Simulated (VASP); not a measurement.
GaAs:

```xyz
2
Lattice="0.0000 2.8269 2.8269 2.8269 0.0000 2.8269 2.8269 2.8269 0.0000" Properties=species:S:1:pos:R:3 pbc="T T T"
Ga    0.0000    0.0000    0.0000
As    4.2403    4.2403    4.2403
```

Base run:

- Program: VASP 6.6.1
- Functional: PBEsol
- Potentials or basis: VASP PAW PBE potentials, release 64 (Ga_d, As)
- Cutoff: 520 eV
- k mesh: 8 × 8 × 8
- Occupations: gaussian, width 0.05 eV
- Spin: no spin polarisation

Its results: band gap on the k mesh 0.46 eV, direct; pressure 0.3 GPa.

Q: The run is repeated on the same cell with these changes: functional from PBEsol to PBE. What comes out?

A: Band gap on the k mesh 0.52 eV, direct; pressure 3.4 GPa.

PBE binds less tightly than PBEsol, so the same cell stands under more pressure.

Caveats: the PAW data sets were made with another functional, which shifts forces and pressure a little (some runs).

A k mesh can miss the band edges.
